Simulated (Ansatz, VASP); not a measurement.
Two plane-wave programs on Rh

POSCAR

```
Rh
1.0
    2.7309790422      0.0000000000      0.0000000000
   -1.3654895211      2.3650972278      0.0000000000
    0.0000000000      0.0000000000      4.4284890000
Rh
2
Direct
    0.6666666700      0.3333333300      0.7500000000
    0.3333333300      0.6666666700      0.2500000000
```

The input INCAR.step1:

```
  ALGO = Normal
  EDIFF = 1E-5
  ENCUT = 580
  GGA = PE
  GGA_COMPAT = F
  ISMEAR = 0
  LASPH = T
  LCHARG = F
  LREAL = F
  LWAVE = T
  NBANDS = 24
  NELM = 120
  PREC = Accurate
  SIGMA = 0.1
```

File INCAR.step2:

```
  ALGO = Normal
  EDIFF = 1E-6
  ENCUT = 580
  GGA_COMPAT = F
  ISIF = 2
  ISMEAR = 0
  ISTART = 1
  LASPH = T
  LCHARG = F
  LMIXTAU = T
  LREAL = F
  LWAVE = F
  METAGGA = R2SCAN
  NBANDS = 24
  NELM = 120
  PREC = Accurate
  SIGMA = 0.1
```

Contents of KPOINTS:

```
k-points
0
Gamma
  9 9 4
```

Input for Ansatz:

```yaml
crystal:
  lattice:
    - [2.7309790422, 0.0, 0.0]
    - [-1.3654895211, 2.3650972278, 0.0]
    - [0.0, 0.0, 4.428489]
  atoms:
    - { symbol: Rh, position: [0.66666667, 0.33333333, 0.75] }
    - { symbol: Rh, position: [0.33333333, 0.66666667, 0.25] }
basis:
  ecutwfc: 500
kpoints:
  mp_grid: { grid: [9, 9, 4] }
hamiltonian:
  xc: r2scan
scf:
  occupations: { method: gaussian, width: 0.1 }
  lower_state_search: "off"
output:
  forces: true
  stress: true
  eigenvalues: true
```

Alike in both runs: task single point; functional r2SCAN; k mesh 9 × 9 × 4; occupations gaussian, width 0.1 eV; no spin polarisation.

```csv
,VASP,Ansatz
version,VASP 6.6.1,Ansatz 0.2.0
potentials or method,"VASP PAW PBE potentials, release 64 (Rh_sv_GW), cutoff 580 eV","scalar-relativistic, plane waves, PAW"
valence electrons in the cell,34,34
```

Ansatz gave:

- gap on the k mesh at the Fermi level (eV): none
- pressure (GPa): -10.1
- traceless stress, the component that is largest in VASP (GPa): -0.88

**Question.** What did VASP give for the same quantities?

**Answer.** gap on the k mesh at the Fermi level (eV): none; pressure (GPa): -11.6; traceless stress, the component that is largest in VASP (GPa): -0.90.

VASP's potentials were made for PBE, not for r2SCAN. A gap of «none» marks a metal or a gap that the smearing closes. The functional is the same, so the differences come from potentials, cutoffs and numerics.
